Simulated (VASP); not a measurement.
# PbSe (Pnma) in VASP: single point with PBE+D3(BJ)

Aim: the single point of PbSe with PBE+D3(BJ).

All numbers are computed with VASP 6.6.1; they aren't measurements. Logs are shortened: lines on timing, memory, paths and dates and some standing lists are left out, and cuts for length are marked.

## (1) The cell of the first run

The typed cell holds 8 atoms: a = 12.268 Å, b = 4.337 Å, c = 4.337 Å, α = 90.00°, β = 90.00°, γ = 90.00°.

## (2) Single point, PBE+D3(BJ)

INCAR reads:

```
PREC     = Accurate       # precision mode
ENCUT    = 520            # plane-wave cutoff, eV
EDIFF    = 1E-6           # SCF threshold, eV
ISMEAR   = 0              # smearing method
SIGMA    = 0.02           # smearing width, eV
LREAL    = False          # projectors in reciprocal space
LASPH    = True           # aspherical terms in the spheres
NELM     = 100            # most SCF steps
ALGO     = Normal         # electronic algorithm
ISIF     = 2              # what is computed and relaxed
LWAVE    = False          # write WAVECAR
LCHARG   = False          # write CHGCAR
GGA      = PE             # functional
IVDW     = 12             # dispersion correction
NBANDS   = 50             # bands
```

KPOINTS reads:

```
regular mesh
0
Gamma
  4 6 6
```

POSCAR reads:

```
PbSe
1.0
   12.2677817526      0.0000000000      0.0000000000
    0.0000000000      4.3368535261      0.0000000000
    0.0000000000      0.0000000000      4.3373053628
Pb Se
4 4
Direct
    0.1250115216      0.2500000000      0.2495822232
    0.3749884784      0.7500000000      0.7495822232
    0.6250115216      0.2500000000      0.2504177768
    0.8749884784      0.7500000000      0.7504177768
    0.3749985352      0.2500000000      0.2497303365
    0.1250014648      0.7500000000      0.7497303365
    0.8749985352      0.2500000000      0.2502696635
    0.6250014648      0.7500000000      0.7502696635
```

Potentials or basis: VASP PAW PBE potentials, release 64 (Pb_d, Se).

Run with:

```console
> cat potpaw_PBE.64/Pb_d/POTCAR potpaw_PBE.64/Se/POTCAR > POTCAR
> mpirun -np 1 vasp_std > vasp.out
```

OUTCAR:

```text
PREC = Accurate
   ENCUT = 520
   EDIFF = 1E-6
   ISMEAR = 0
   LREAL = False
   LASPH = True
   NELM = 100
   ISIF = 2
   GGA = PE
   IVDW = 12
 IVDW          = 12

 ion  position               nearest neighbor table
   1  0.125  0.250  0.250-   6 3.07   6 3.07   5 3.07   7 3.07   6 3.07   6 3.07
   2  0.375  0.750  0.750-   5 3.07   5 3.07   6 3.07   8 3.07   5 3.07   5 3.07
   3  0.625  0.250  0.250-   8 3.07   8 3.07   7 3.07   5 3.07   8 3.07   8 3.07
   4  0.875  0.750  0.750-   7 3.07   7 3.07   8 3.07   6 3.07   7 3.07   7 3.07
   5  0.375  0.250  0.250-   2 3.07   2 3.07   1 3.07   3 3.07   2 3.07   2 3.07
   6  0.125  0.750  0.750-   1 3.07   1 3.07   2 3.07   4 3.07   1 3.07   1 3.07
   7  0.875  0.250  0.250-   4 3.07   4 3.07   3 3.07   1 3.07   4 3.07   4 3.07
   8  0.625  0.750  0.750-   3 3.07   3 3.07   4 3.07   2 3.07   3 3.07   3 3.07

  LATTYP: Found a simple orthorhombic cell.
 ALAT       =     4.3368535261
 B/A-ratio  =     1.0001041854
 C/A-ratio  =     2.8287286344

  Lattice vectors:

 A1 = (   0.0000000000,   4.3368535261,   0.0000000000)
 A2 = (   0.0000000000,   0.0000000000,   4.3373053628)
 A3 = (  12.2677817526,   0.0000000000,   0.0000000000)

Analysis of symmetry for initial positions (statically):
=====================================================================
 Subroutine PRICEL returns:
 Original cell was already a primitive cell.

 Routine SETGRP: Setting up the symmetry group for a
 simple orthorhombic supercell.

 Subroutine GETGRP returns: Found  8 space group operations
 (whereof  2 operations were pure point group operations)
 out of a pool of  8 trial point group operations.

The static configuration has the point symmetry S_2 .
 The point group associated with its full space group is D_2h.

Analysis of symmetry for dynamics (positions and initial velocities):
=====================================================================
 Subroutine PRICEL returns:
 Original cell was already a primitive cell.

 Routine SETGRP: Setting up the symmetry group for a
 simple orthorhombic supercell.

 Subroutine GETGRP returns: Found  8 space group operations
 (whereof  2 operations were pure point group operations)
 out of a pool of  8 trial point group operations.

The dynamic configuration has the point symmetry S_2 .
 The point group associated with its full space group is D_2h.

 Subroutine INISYM returns: Found  8 space group operations
 (whereof  2 operations are pure point group operations),
 and found     1 'primitive' translations

----------------------------------------------------------------------------------------

                                     Primitive cell

  volume of cell :     230.7601

  direct lattice vectors                    reciprocal lattice vectors
    12.267781753  0.000000000  0.000000000     0.081514329  0.000000000  0.000000000
     0.000000000  4.336853526  0.000000000     0.000000000  0.230581917  0.000000000
     0.000000000  0.000000000  4.337305363     0.000000000  0.000000000  0.230557896

  length of vectors
    12.267781753  4.336853526  4.337305363     0.081514329  0.230581917  0.230557896

  position of ions in fractional coordinates (direct lattice)
     0.125011522  0.250000000  0.249582223
     0.374988478  0.750000000  0.749582223
     0.625011522  0.250000000  0.250417777
     0.874988478  0.750000000  0.750417777
     0.374998535  0.250000000  0.249730337
     0.125001465  0.750000000  0.749730337
     0.874998535  0.250000000  0.250269663
     0.625001465  0.750000000  0.750269663

  ion indices of the primitive-cell ions
   primitive index   ion index
                 1           1
                 2           2
                 3           3
                 4           4
                 5           5
                 6           6
                 7           7
                 8           8

----------------------------------------------------------------------------------------

 KPOINTS: regular mesh

Automatic generation of k-mesh.
 Grid dimensions read from file:
 generate k-points for:    4    6    6

 Generating k-lattice:

  Cartesian coordinates                     Fractional coordinates (reciprocal lattice)
     0.020378582  0.000000000  0.000000000     0.250000000  0.000000000  0.000000000
     0.000000000  0.038430320  0.000000000     0.000000000  0.166666667  0.000000000
     0.000000000  0.000000000  0.038426316     0.000000000  0.000000000  0.166666667

  Length of vectors
     0.020378582  0.038430320  0.038426316

  Shift w.r.t. Gamma in fractional coordinates (k-lattice)
     0.000000000  0.000000000  0.000000000

 Subroutine IBZKPT returns following result:
 ===========================================

 Found     48 irreducible k-points:

 Following reciprocal coordinates:
            Coordinates               Weight
  0.000000  0.000000  0.000000      1.000000
  0.250000  0.000000  0.000000      2.000000
  0.500000  0.000000  0.000000      1.000000
  0.000000  0.166667  0.000000      2.000000
  0.250000  0.166667  0.000000      4.000000
  0.500000  0.166667  0.000000      2.000000
[... 16 lines left out ...]
  0.250000  0.500000  0.166667      4.000000
  0.500000  0.500000  0.166667      2.000000
 [... further k-points ...]
   k-points           NKPTS =     48   k-points in BZ     NKDIM =     48   number of bands    NBANDS=     50
   number of dos      NEDOS =    301   number of ions     NIONS =      8
   total plane-waves  NPLWV =  98304
   dimension x,y,z NGX =    96 NGY =   32 NGZ =   32
   dimension x,y,z NGXF=   192 NGYF=   64 NGZF=   64
   ions per type =               4   4
   NGX,Y,Z   is equivalent  to a cutoff of  13.01, 12.27, 12.27 a.u.
   NGXF,Y,Z  is equivalent  to a cutoff of  26.02, 24.53, 24.53 a.u.
 SYSTEM =  unknown system
   PREC   = accura    normal or accurate (medium, high low for compatibility)
   ISTART =      0    job   : 0-new  1-cont  2-samecut
   ICHARG =      2    charge: 1-file 2-atom 10-const
   ISPIN  =      1    spin polarized calculation?
   LNONCOLLINEAR =      F non collinear calculations
   LSORBIT =      F    spin-orbit coupling
   LASPH  =      T    aspherical Exc in radial PAW
   ENCUT  =  520.0 eV  38.22 Ry    6.18 a.u.  22.81  8.06  8.06*2*pi/ulx,y,z
   NELM   =    100;   NELMIN=  2; NELMDL= -5     # of ELM steps
   EDIFF  = 0.1E-05   stopping-criterion for ELM
   LREAL  =      F    real-space projection
   EDIFFG = 0.1E-04   stopping-criterion for IOM
   NSW    =      0    number of steps for IOM
   IBRION =     -1    ionic relax: 0-MD 1-quasi-New 2-CG
   NFREE  =      0    steps in history (QN), initial steepest desc. (CG)
   ISIF   =      2    stress and relaxation
   ISYM   =      2    0-nonsym 1-usesym 2-fastsym
   POTIM  = 0.5000    time-step for ionic-motion
   TEBEG  =    0.0;   TEEND  =   0.0 temperature during run
   PSTRESS=    0.0 pullay stress
   NELECT =      80.0000    total number of electrons
   NUPDOWN=      -1.0000    fix difference up-down
   EMIN   =  10.00;   EMAX   =-10.00  energy-range for DOS
   EFERMI =   0.00;   METHOD = LEGACY
   ISMEAR =     0;   SIGMA  =   0.02  broadening in eV -4-tet -1-fermi 0-gaus
   EFERMI_NEDOS =   21; number of points for ismear=-14 and -15
   IALGO  =     38    algorithm
   IMIX   =      4    mixing-type and parameters
     AMIX     =   0.40;   BMIX     =  1.00
     AMIX_MAG =   1.60;   BMIX_MAG =  1.00
  volume/ion in A,a.u.               =      28.85       194.66
  Fermi-wavevector in a.u.,A,eV,Ry     =   1.150053  2.173285 17.995367  1.322622
  Thomas-Fermi vector in A             =   2.286719
   LORBIT       =      0    0 simple, 1 ext, 2 COOP (PROOUT), +10 PAW based schemes
   GGA     = PE    functional components
   LHFCALC =     F    Hartree Fock is set to
   AEXX    =    0.0000 exact exchange contribution
   IVDW    =    12    specifies the selected vdW correction
   LEPSILON=     F    determine dielectric tensor
   LRPA    =     F    only Hartree local field effects (RPA)
 non-spin polarized calculation
 Gauss-broadening in eV      SIGMA  =   0.02
  energy-cutoff  :      520.00
  volume of cell :      230.76
 maximum number of plane-waves:      6304
 NGX is ok and might be reduce to    96
   NGX = 45   NGY = 17   NGZ = 17

 number of electron      80.0000009 magnetization

 Free energy of the ion-electron system (eV)
  ---------------------------------------------------
  ext. energy  EPLUGINS =         0.00000000
  ---------------------------------------------------
  free energy    TOTEN  =       -32.73449509 eV

  energy without entropy =      -32.73449509  energy(sigma->0) =      -32.73449509

 E-fermi :   5.1101     XC(G=0):  -9.5024

 val. band max:        4.9897488614   @ k =   0.0000   0.0000   0.5000
 cond. band min:       5.3008218955   @ k =   0.0000   0.5000   0.0000
 fundamental gap:      0.3110730341
 Fermi energy:         5.1101112216

 k-point     1 :       0.0000    0.0000    0.0000
  band No.  band energies     occupation
      1     -11.9520      2.00000
      2     -11.8749      2.00000
      3     -11.8748      2.00000
      4     -11.8500      2.00000
      5     -11.8411      2.00000
      6     -11.8411      2.00000
[... 42 lines left out ...]
     49       9.7418      0.00000
     50       9.7420      0.00000

 k-point     2 :       0.2500    0.0000    0.0000
  band No.  band energies     occupation
      1     -11.9453      2.00000
      2     -11.9013      2.00000
      3     -11.8530      2.00000
      4     -11.8493      2.00000
      5     -11.8445      2.00000
      6     -11.8378      2.00000
[... 42 lines left out ...]
     49       9.6281      0.00000
     50      10.0085      0.00000

 k-point     3 :       0.5000    0.0000    0.0000
  band No.  band energies     occupation
      1     -11.9268      2.00000
      2     -11.9268      2.00000
      3     -11.8474      2.00000
      4     -11.8474      2.00000
      5     -11.8383      2.00000
      6     -11.8383      2.00000
[... 1102 lines left out ...]
     49       8.5818      0.00000
     50       8.5819      0.00000

 k-point    24 :       0.5000    0.5000    0.1667
  band No.  band energies     occupation
      1     -11.8805      2.00000
      2     -11.8805      2.00000
      3     -11.8805      2.00000
      4     -11.8805      2.00000
      5     -11.8376      2.00000
      6     -11.8376      2.00000
[... 42 lines left out ...]
     49       8.7253      0.00000
     50       8.7253      0.00000

 [... further k-points ...]

------------------------ aborting loop because EDIFF is reached ----------------------------------------

 Edisp (eV)   -2.92812

 E8    (eV) :    -1.3662

  FORCE on cell =-STRESS in cart. coord.  units (eV):
  Direction    XX          YY          ZZ          XY          YZ          ZX
  --------------------------------------------------------------------------------------
  -------------------------------------------------------------------------------------
  Total      -0.02052    -0.02799    -0.03303     0.00000    -0.00000     0.00000
  in kB      -0.14250    -0.19432    -0.22931     0.00000    -0.00000     0.00000
  external pressure =       -0.19 kB  Pullay stress =        0.00 kB

 VOLUME and BASIS-vectors are now :
 -----------------------------------------------------------------------------
  energy-cutoff  :      520.00
  volume of cell :      230.76
      direct lattice vectors                 reciprocal lattice vectors
    12.267781753  0.000000000  0.000000000     0.081514329  0.000000000  0.000000000
     0.000000000  4.336853526  0.000000000     0.000000000  0.230581917  0.000000000
     0.000000000  0.000000000  4.337305363     0.000000000  0.000000000  0.230557896

 POSITION                                       TOTAL-FORCE (eV/Angst)
 -----------------------------------------------------------------------------------
      1.53361      1.08421      1.08251        -0.000291      0.000000      0.001205
      4.60028      3.25264      3.25117         0.000291      0.000000      0.001205
      7.66750      1.08421      1.08614        -0.000291     -0.000000     -0.001205
     10.73417      3.25264      3.25479         0.000291      0.000000     -0.001205
      4.60040      1.08421      1.08316         0.000108     -0.000000      0.000073
      1.53349      3.25264      3.25181        -0.000108     -0.000000      0.000073
     10.73429      1.08421      1.08550         0.000108      0.000000     -0.000073
      7.66738      3.25264      3.25415        -0.000108     -0.000000     -0.000073
 -----------------------------------------------------------------------------------
    total drift:                                0.000000     -0.000000      0.000000

  FREE ENERGIE OF THE ION-ELECTRON SYSTEM (eV)
  ---------------------------------------------------
  free  energy   TOTEN  =       -35.6626111954 eV

  energy  without entropy=      -35.6626111954  energy(sigma->0) =      -35.66261120
```

Wall time 7.6 min (1 thread of Intel Xeon Platinum 8259CL at 2.50GHz (Skylake/Cascade Lake), shared host); peak memory 0.58 GiB.

What came out:

```
Free energy                : -35.6626 eV
Pressure                   : 0.0 GPa
Band gap on the k mesh     : 0.31 eV
Dispersion energy per atom : -0.366 eV
```

Caveat: spin-orbit coupling is left out, which moves the levels of the heavy elements. A k mesh can miss the band edges.
